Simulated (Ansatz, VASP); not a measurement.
# Two plane-wave programs on C

The input INCAR:

```
SYSTEM = C
  PREC = Accurate
  ENCUT = 520
  EDIFF = 1E-7
  ISMEAR = 0
  SIGMA = 0.02
  LREAL = .False.
  LASPH = .True.
  NELM = 120
  ALGO = Normal
  ISIF = 2
  LWAVE = .False.
  LCHARG = .False.
  GGA = PE
  IBRION = 2
  NSW = 60
  EDIFFG = -0.002
  GGA_COMPAT = .False.
  NELMIN = 4
```

Contents of KPOINTS:

```
Automatic mesh
0
Gamma
  9 9 9
  0 0 0
```

POSCAR

```
C
1.0
    0.0198477467      1.7788636985      1.7788636985
    1.7788636985      0.0198477467      1.7788636985
    1.7788636985      1.7788636985      0.0198477467
C
2
Direct
    0.0001450983      0.0001450983      0.0001450983
    0.2498549017      0.2498549017      0.2498549017
```

Input for Ansatz:

```yaml
crystal:
  lattice:
    - [0.0198477467, 1.7788636985, 1.7788636985]
    - [1.7788636985, 0.0198477467, 1.7788636985]
    - [1.7788636985, 1.7788636985, 0.0198477467]
  atoms:
    - { symbol: C, position: [0.0001450983, 0.0001450983, 0.0001450983] }
    - { symbol: C, position: [0.2498549017, 0.2498549017, 0.2498549017] }
basis:
  ecutwfc: 420
kpoints:
  mp_grid: { grid: [9, 9, 9] }
hamiltonian:
  xc: pbe
  pseudopotentials: { kind: paw, azcp: { folder: soft_1 } }
scf:
  occupations: { method: gaussian, width: 0.02 }
output:
  forces: true
  stress: true
  eigenvalues: true
relax:
  adjacent_minimum: "off"
  f_tol: 0.002
  max_steps: 40
```

Change from the starting cell: strained cell.

Alike in both runs: task relaxation of the atoms; functional PBE; k mesh 9 × 9 × 9; occupations gaussian, width 0.02 eV; no spin polarisation.

|  | VASP | Ansatz |
| --- | --- | --- |
| version | VASP 6.6.1 | Ansatz 0.2.0 |
| potentials or method | VASP PAW PBE potentials, release 64 (C), cutoff 520 eV | scalar-relativistic, plane waves, PAW |
| valence electrons in the cell | 8 | 8 |

```tsv
	VASP	Ansatz	Ansatz less VASP
gap on the k mesh at the Fermi level, each at its own relaxed structure (eV)	4.18	4.19	+0.008
```

Ansatz's warnings: stress scf threshold loose.
